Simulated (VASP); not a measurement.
# Al2O3 (Corundum) (R-3c) in VASP: a series of runs, part 2 of 2

VASP 6.6.1.

## Step 4: Single point, PBE+D3(BJ)

This run uses another cell than the first one, of 8.60 Å³/atom, 1.011 times its volume.

Input file INCAR:

```
  PREC = Accurate
  ENCUT = 520
  EDIFF = 1E-6
  ISMEAR = -1
  SIGMA = 0.05
  LREAL = False
  LASPH = True
  NELM = 80
  ALGO = Normal
  ISIF = 2
  LWAVE = False
  LCHARG = True
  GGA = PE
  IVDW = 12
  LELF = True
  LVHAR = True
  NBANDS = 35
```

Input file KPOINTS:

```
regular mesh
0
Gamma
  7 7 7
```

Input file POSCAR:

```
Al2O3
1.0
    2.3898858925      1.3798012633      4.3458376417
   -2.3898858925      1.3798012633      4.3458376417
    0.0000000000     -2.7596025267      4.3458376417
Al O
4 6
Direct
    0.8521073906      0.8521073906      0.8521073906
    0.6478926094      0.6478926094      0.6478926094
    0.1478926094      0.1478926094      0.1478926094
    0.3521073906      0.3521073906      0.3521073906
    0.0564116898      0.7500000000      0.4435883102
    0.7500000000      0.4435883102      0.0564116898
    0.4435883102      0.0564116898      0.7500000000
    0.9435883102      0.2500000000      0.5564116898
    0.2500000000      0.5564116898      0.9435883102
    0.5564116898      0.9435883102      0.2500000000
```

Potentials or basis: VASP PAW PBE potentials, release 64 (Al, O).

Run with:

```
> cat potpaw_PBE.64/Al/POTCAR potpaw_PBE.64/O/POTCAR > POTCAR
> mpirun -np 1 vasp_std > vasp.out
```

OUTCAR:

```text
PREC = Accurate
   ENCUT = 520
   EDIFF = 1E-6
   ISMEAR = -1
   LREAL = False
   LASPH = True
   NELM = 80
   ISIF = 2
   GGA = PE
   IVDW = 12
 IVDW          = 12

 ion  position               nearest neighbor table
   1  0.852  0.852  0.852-   8 1.86  10 1.86   9 1.86   6 1.98   5 1.98   7 1.98   2 2.66   3 2.80
                             3 2.80   3 2.80   2 3.23   2 3.23   2 3.23
   2  0.648  0.648  0.648-   9 1.86  10 1.86   8 1.86   5 1.98   6 1.98   7 1.98   1 2.66   4 2.80
                             4 2.80   4 2.80   1 3.23   1 3.23   1 3.23
   3  0.148  0.148  0.148-   5 1.86   7 1.86   6 1.86   9 1.98   8 1.98  10 1.98   4 2.66   1 2.80
                             1 2.80   1 2.80   4 3.23   4 3.23   4 3.23
   4  0.352  0.352  0.352-   6 1.86   7 1.86   5 1.86   8 1.98   9 1.98  10 1.98   3 2.66   2 2.80
                             2 2.80   2 2.80   3 3.23   3 3.23   3 3.23
   5  0.056  0.750  0.444-   3 1.86   4 1.86   2 1.98   1 1.98
   6  0.750  0.444  0.056-   4 1.86   3 1.86   1 1.98   2 1.98
   7  0.444  0.056  0.750-   3 1.86   4 1.86   1 1.98   2 1.98
   8  0.944  0.250  0.556-   1 1.86   2 1.86   4 1.98   3 1.98
   9  0.250  0.556  0.944-   2 1.86   1 1.86   3 1.98   4 1.98
  10  0.556  0.944  0.250-   1 1.86   2 1.86   3 1.98   4 1.98

  LATTYP: Found a trigonal (rhomboedric) cell.
[... 1120 lines left out ...]
 [... further k-points ...]

------------------------ aborting loop because EDIFF is reached ----------------------------------------

 Edisp (eV)   -2.34014

 E8    (eV) :    -0.8836

  FORCE on cell =-STRESS in cart. coord.  units (eV):
  Direction    XX          YY          ZZ          XY          YZ          ZX
  --------------------------------------------------------------------------------------
  -------------------------------------------------------------------------------------
  Total      -0.06975    -0.06975    -0.08745    -0.00000     0.00000     0.00000
  in kB      -1.29962    -1.29962    -1.62957    -0.00000     0.00000     0.00000
  external pressure =       -1.41 kB  Pullay stress =        0.00 kB

 VOLUME and BASIS-vectors are now :
 -----------------------------------------------------------------------------
  energy-cutoff  :      520.00
  volume of cell :       85.98
      direct lattice vectors                 reciprocal lattice vectors
     2.389885893  1.379801263  4.345837642     0.209215010  0.120790342  0.076701746
    -2.389885893  1.379801263  4.345837642    -0.209215010  0.120790342  0.076701746
     0.000000000 -2.759602527  4.345837642     0.000000000 -0.241580684  0.076701746

 POSITION                                       TOTAL-FORCE (eV/Angst)
 -----------------------------------------------------------------------------------
      0.00000     -0.00000     11.10936        -0.000000     -0.000000      0.001768
      0.00000     -0.00000      8.44691        -0.000000      0.000000     -0.001768
      0.00000     -0.00000      1.92815        -0.000000      0.000000     -0.001768
      0.00000     -0.00000      4.59060        -0.000000     -0.000000      0.001768
     -1.65760     -0.11144      5.43230        -0.000741     -0.001283     -0.000000
      0.73229      1.49124      5.43230        -0.000741      0.001283     -0.000000
      0.92531     -1.37980      5.43230         0.001481      0.000000     -0.000000
      1.65760      0.11144      7.60522         0.000741      0.001283     -0.000000
     -0.73229     -1.49124      7.60522         0.000741     -0.001283     -0.000000
     -0.92531      1.37980      7.60522        -0.001481      0.000000     -0.000000
 -----------------------------------------------------------------------------------
    total drift:                               -0.000000      0.000000      0.000000

  FREE ENERGIE OF THE ION-ELECTRON SYSTEM (eV)
  ---------------------------------------------------
  free  energy   TOTEN  =       -77.1290295469 eV

  energy  without entropy=      -77.1290295469  energy(sigma->0) =      -77.12902955
```

Run time: 3.1 min. Hardware: 1 thread of Intel Xeon Platinum 8375C at 2.90GHz (Ice Lake), shared host; peak memory 0.29 GiB.

Results:

* Free energy: -77.1290 eV
* Pressure: -0.1 GPa
* Band gap on the k mesh: 6.07 eV, direct
* Dispersion energy per atom: -0.234 eV

Levels at points of the mesh, in eV from the valence-band top:
```tsv
k point	band 21	band 22	band 23	band 24	band 25	band 26	band 27	band 28
(0.00, 0.00, 0.00)	-0.49	-0.04	-0.04	0.00	6.07	9.04	10.59	11.43
```

## Step 5: Overview

| level | cell | k mesh | smearing | gap on the mesh (eV) | pressure (GPa) | largest force (eV/Å) |
| --- | --- | --- | --- | --- | --- | --- |
| PBE | a = 5.130 Å, angles 55.3°, 10 atoms | 4 × 4 × 4 | gaussian 0.01 eV | 6.22 | 7.2 | 0.03 |
| PBE+D3(BJ) | a = 5.130 Å, angles 55.3°, 10 atoms | 7 × 7 × 7 | fermi-dirac 0.05 eV | 6.22 | 2.6 | 0.03 |
| PBE+D3(BJ) | a = 5.148 Å, angles 55.3°, 10 atoms | 7 × 7 × 7 | fermi-dirac 0.05 eV | 6.07 | -0.1 | - |

Alike in all rows: task single point; potentials or basis VASP PAW PBE potentials, release 64 (Al, O); no spin polarisation; cutoff (eV) 520.

Caveats: three body term missing (some runs).

Total energies depend on the potentials used, so only differences within one code and one set of settings carry meaning.

## Step 6: How close it comes

Step 3. A measured gap of Al2O3 is 8.7 eV (optical; quoted in “Multi-petahertz electron interference in Cr:Al2O3 solid-state material”, 2018, pmc:5906618); the calculated 6.22 eV misses it by -2.48 eV. The value is that of PBE+D3(BJ) on a finite k mesh, which can miss the band edges, without temperature or zero-point motion. Semilocal functionals fall short of measured gaps as a rule.

Step 4. Measured gap of Al2O3: 8.7 eV (optical; quoted in “Multi-petahertz electron interference in Cr:Al2O3 solid-state material”, 2018, pmc:5906618). This calculation gives 6.07 eV (-2.63 eV). The value is that of PBE+D3(BJ) on a finite k mesh, which can miss the band edges, without temperature or zero-point motion. Semilocal functionals fall short of measured gaps as a rule.
